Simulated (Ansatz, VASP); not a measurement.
Two plane-wave programs on Ga2Ge2O3

```
CELL_PARAMETERS angstrom
3.11424 -3.49918 0.00000
3.11424 3.49918 0.00000
0.00000 0.00000 4.72052
ATOMIC_POSITIONS crystal
Ga 0.27035 0.72965 0.38804
Ga 0.72965 0.27035 0.38804
Ge 0.29664 0.29664 0.98025
Ge 0.70336 0.70336 0.98025
O 0.00000 0.50000 0.63992
O 0.50000 0.00000 0.63992
O 0.00000 0.00000 0.18292
```

Alike in both runs: functional PBE; k mesh 3 × 3 × 2; occupations gaussian, width 0.15 eV; no spin polarisation.

Ansatz relaxed the structure, and its values are those at the end. VASP's run is a single point on that final structure, the one shown.

|  | VASP | Ansatz |
| --- | --- | --- |
| version | VASP 6.6.1 | Ansatz 0.2.0 |
| potentials or method | VASP PAW PBE potentials, release 64 (Ga_d, Ge_d, O), cutoff 520 eV | scalar-relativistic, plane waves, PAW |
| valence electrons in the cell | 72 | 72 |

```tsv
	VASP	Ansatz	Ansatz less VASP
gap on the k mesh at the Fermi level (eV)	0.42	0.43	+0.010
least direct gap on the mesh (eV)	0.60	0.61	+0.011
pressure (GPa)	0.4	0.1	-0.28
rms of the force components (eV/Å)	0.031	0.008	-0.0227
```

The k mesh is coarse, so the values compare programs but aren't converged.
